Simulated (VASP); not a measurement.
Input of a VASP 6.6.1 run:

The input INCAR:

```
PREC     = Accurate       # precision mode
ENCUT    = 520            # plane-wave cutoff, eV
EDIFF    = 1E-7           # SCF threshold, eV
ISMEAR   = 1              # smearing method
SIGMA    = 0.6            # smearing width, eV
LREAL    = F              # projectors in reciprocal space
LASPH    = T              # aspherical terms in the spheres
NELM     = 100            # most SCF steps
ALGO     = Normal         # electronic algorithm
ISIF     = 2              # what is computed and relaxed
LWAVE    = F              # write WAVECAR
LCHARG   = F              # write CHGCAR
GGA      = CA             # functional
NBANDS   = 32             # bands
```

Contents of KPOINTS:

```
regular mesh
0
Gamma
  11 11 6
```

The input POSCAR:

```
Lu
1.0
    3.3823924653      0.0000000000      0.0000000000
   -1.6911962327      2.9292378005      0.0000000000
    0.0000000000      0.0000000000      5.2524129119
Lu
2
Direct
    0.3333333333      0.6666666667      0.2500000000
    0.6666666667      0.3333333333      0.7500000000
```

Potentials or basis: VASP PAW PBE potentials, release 64 (Lu).

Run with:

```bash
$ cat potpaw_PBE.64/Lu/POTCAR > POTCAR
$ mpirun -np 1 vasp_std > vasp.out
```

Estimate the band gap on the k mesh.

zero (bands 25 and 26 overlap by 1.90 eV).

What does it give for the pressure?

0.2 GPa.

Stress tensor (GPa, compression positive):
```
0.03 0.00 0.00
0.00 0.03 0.00
0.00 0.00 0.48
```

Caveat: so wide a smearing shifts energies and pressures; the PAW data sets were made with another functional, which shifts forces and pressure a little; spin-orbit coupling is left out, which moves the levels of the heavy elements.
